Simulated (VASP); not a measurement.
Set up this calculation in VASP 6.6.1, as the native input.

* Task: single point
* Functional: r2SCAN
* Potentials or basis: VASP PAW PBE potentials, release 64 (Pb_d, S)
* Cutoff: 520 eV
* k mesh: 8 × 8 × 6
* Occupations: gaussian, width 0.02 eV
* Spin: no spin polarisation
* Dipole correction: no
* Further INCAR settings: ALGO = Normal; EDIFF = 1e-06; NBANDS = 28

Crystal: PbS.

```
Pb S
1.0
     2.08155   -6.00550    0.00000
     2.08155    6.00550    0.00000
     0.00000    0.00000    4.27133
Pb S
2 2
Direct
  0.86945 0.13055 0.75000
  0.13055 0.86945 0.25000
  0.64625 0.35375 0.75000
  0.35375 0.64625 0.25000
```

These files were run (other wordings do the same):

POSCAR

```
PbS
1.0
    2.0815547178     -6.0054952252      0.0000000000
    2.0815547178      6.0054952252      0.0000000000
    0.0000000000      0.0000000000      4.2713252430
Pb S
2 2
Direct
    0.8694525572      0.1305474428      0.7500000000
    0.1305474428      0.8694525572      0.2500000000
    0.6462503831      0.3537496169      0.7500000000
    0.3537496169      0.6462503831      0.2500000000
```

INCAR.step1

```
SYSTEM = PbS
PREC = Accurate ; ENCUT = 520
ISMEAR = 0 ; SIGMA = 0.02
LREAL = .FALSE. ; LASPH = .TRUE.
NELM = 100 ; NBANDS = 28
GGA = PE ; ALGO = Normal
EDIFF = 1E-4 ; LWAVE = .TRUE.
LCHARG = .FALSE.
```

INCAR.step2

```
SYSTEM = PbS
PREC = Accurate ; ENCUT = 520
EDIFF = 1E-6 ; ISMEAR = 0
SIGMA = 0.02 ; LREAL = .FALSE.
LASPH = .TRUE. ; NELM = 100
ALGO = Normal ; ISIF = 2
LWAVE = .FALSE. ; LCHARG = .FALSE.
METAGGA = R2SCAN ; LMIXTAU = .TRUE.
NBANDS = 28 ; ISTART = 1
```

KPOINTS

```
Automatic mesh
0
G
  8 8 6
  0 0 0
```

Potentials or basis: VASP PAW PBE potentials, release 64 (Pb_d, S).

Command:

```bash
$ cat potpaw_PBE.64/Pb_d/POTCAR potpaw_PBE.64/S/POTCAR > POTCAR
$ cp INCAR.step1 INCAR
$ mpirun -np 1 vasp_std > vasp.out
$ cp INCAR.step2 INCAR
$ mpirun -np 1 vasp_std > vasp.out
```

It gave:

- Pressure: 0.0 GPa
- Largest force: 0.010 eV/Å
- Band gap on the k mesh: 1.45 eV, indirect (least direct gap 1.78 eV)

Caveat: the PAW data sets were made with another functional, which shifts forces and pressure a little; spin-orbit coupling is left out, which moves the levels of the heavy elements.

Wall time 19 min on 1 thread of AMD EPYC 7R13 Processor (Zen 3), with other jobs on the host, peak memory 0.38 GiB.
